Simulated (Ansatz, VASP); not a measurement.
**Two plane-wave programs on Fe**

Contents of INCAR:

```
SYSTEM = Fe
PREC = Accurate ; ENCUT = 520
EDIFF = 1E-6 ; ISMEAR = 0
SIGMA = 0.15 ; LREAL = .False.
LASPH = .True. ; NELM = 100
ALGO = Fast ; ISIF = 2
LWAVE = .False. ; LCHARG = .False.
GGA = PS ; NBANDS = 15
```

The input KPOINTS:

```
regular mesh
0
Gamma
  24 24 14
  0 0 0
```

Contents of POSCAR:

```
Fe
1.0
    2.5027612077      0.0000000000      0.0000000000
   -1.2513806039      2.1674547855      0.0000000000
    0.0000000000      0.0000000000      3.6341973269
Fe
2
Direct
    0.3333333333      0.6666666667      0.2500000000
    0.6666666667      0.3333333333      0.7500000000
```

Input for Ansatz:

```yaml
crystal:
  lattice:
    - [2.5027612077, 0.0, 0.0]
    - [-1.2513806039, 2.1674547855, 0.0]
    - [0.0, 0.0, 3.6341973269]
  atoms:
    - { symbol: Fe, position: [0.3333333333, 0.6666666667, 0.25] }
    - { symbol: Fe, position: [0.6666666667, 0.3333333333, 0.75] }
basis:
  ecutwfc: 420
kpoints:
  mp_grid: { grid: [24, 24, 14] }
hamiltonian:
  xc: pbesol
scf:
  occupations: { method: gaussian, width: 0.15 }
output:
  forces: true
  stress: true
  eigenvalues: true
```

Alike in both runs: task single point; functional PBEsol; k mesh 24 × 24 × 14; occupations gaussian, width 0.15 eV; no spin polarisation.

```csv
,VASP,Ansatz
version,VASP 6.6.1,Ansatz 0.2.0
potentials or method,"VASP PAW PBE potentials, release 64 (Fe), cutoff 520 eV","scalar-relativistic, plane waves, PAW"
valence electrons in the cell,16,32
```

```tsv
	VASP	Ansatz	Ansatz less VASP
gap on the k mesh at the Fermi level (eV)	none	none	-
pressure (GPa)	1.3	1.7	+0.34
traceless stress, the component that is largest in VASP (GPa)	24.99	25.88	+0.893
```

VASP's potentials were made for PBE, not for PBEsol. A gap of «none» marks a metal or a gap that the smearing closes. The functional is the same, so the differences come from potentials, cutoffs and numerics. VASP's potentials hold 16 valence electrons a cell and Ansatz's 32, so a difference there can come from the potentials and not from the codes.
